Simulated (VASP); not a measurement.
Set up this calculation in VASP 6.6.1, as the native input.

* Task: single point
* Functional: LDA
* Potentials or basis: VASP PAW LDA potentials, release 64 (Sr_sv, Tl_d)
* Cutoff: 500 eV
* k mesh: 5 × 5 × 5
* Occupations: fermi-dirac, width 0.05 eV
* Spin: no spin polarisation
* Dipole correction: no
* Further INCAR settings: ALGO = Normal; EDIFF = 1e-06; NBANDS = 18

The structure of SrTl lies in POSCAR:

```
SrTl
1.0
    4.0320000000      0.0000000000      0.0000000000
    0.0000000000      4.0320000000      0.0000000000
    0.0000000000      0.0000000000      4.0320000000
Sr Tl
1 1
Direct
    0.0000000000      0.0000000000      0.0248015873
    0.5000000000      0.5000000000      0.5000000000
```

One way to write it, as run:

INCAR

```
SYSTEM = SrTl
  ALGO = Normal
  EDIFF = 1E-6
  ENCUT = 500
  GGA = CA
  GGA_COMPAT = .False.
  ISIF = 2
  ISMEAR = -1
  LASPH = .True.
  LCHARG = .False.
  LREAL = .False.
  LWAVE = .False.
  NBANDS = 18
  NELM = 120
  PREC = Accurate
  SIGMA = 0.05
```

KPOINTS

```
k-points
0
Gamma
  5 5 5
  0 0 0
```

Potentials or basis: VASP PAW LDA potentials, release 64 (Sr_sv, Tl_d).

Command:

```console
$ cat potpaw_LDA.64/Sr_sv/POTCAR potpaw_LDA.64/Tl_d/POTCAR > POTCAR
$ mpirun -np 1 vasp_std > vasp.out
```

It gave:

* Pressure: -1.1 GPa
* Largest force: 0.139 eV/Å

Wall time 18 s on 1 thread of AMD EPYC 7R13 Processor (Zen 3), with other jobs on the host, peak memory 0.13 GiB.
